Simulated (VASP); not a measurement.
Input of a VASP 6.6.1 run:

Contents of INCAR:

```
SYSTEM = IrAu3
PREC = Accurate ; ENCUT = 520
EDIFF = 1E-6 ; ISMEAR = 0
SIGMA = 0.1 ; LREAL = .False.
LASPH = .True. ; NELM = 150
ALGO = Fast ; ISIF = 2
LWAVE = .False. ; LCHARG = .False.
ISPIN = 2 ; MAGMOM = 1 0 0 0
LORBIT = 11 ; LMAXMIX = 4
GGA = PE ; NBANDS = 33
```

Contents of KPOINTS:

```
regular mesh
0
Gamma
  4 4 4
  0 0 0
```

Contents of POSCAR:

```
IrAu3
1.0
    0.0000000000      3.2453176651      3.2453176651
    3.2453176651      0.0000000000      3.2453176651
    3.2453176651      3.2453176651      0.0000000000
Ir Au
1 3
Direct
    0.0000000000      0.0000000000      0.0000000000
    0.7500000000      0.7500000000      0.7500000000
    0.5000000000      0.5000000000      0.5000000000
    0.2500000000      0.2500000000      0.2500000000
```

Potentials or basis: VASP PAW PBE potentials, release 64 (Ir, Au).

Launch:

```bash
$ cat potpaw_PBE.64/Ir/POTCAR potpaw_PBE.64/Au/POTCAR > POTCAR
$ mpirun -np 1 vasp_std > vasp.out
```

Problem. Predict the pressure.

Solution. -0.4 GPa.

Problem. What does it give for the band gap on the k mesh?

Solution. Zero (filled and empty bands overlap).

Problem. Predict the net moment.

Solution. 0.00 μB per cell.

Caveat: the k points lie up to 0.42 Å⁻¹ apart; spin-orbit coupling is left out, which moves the levels of the heavy elements.
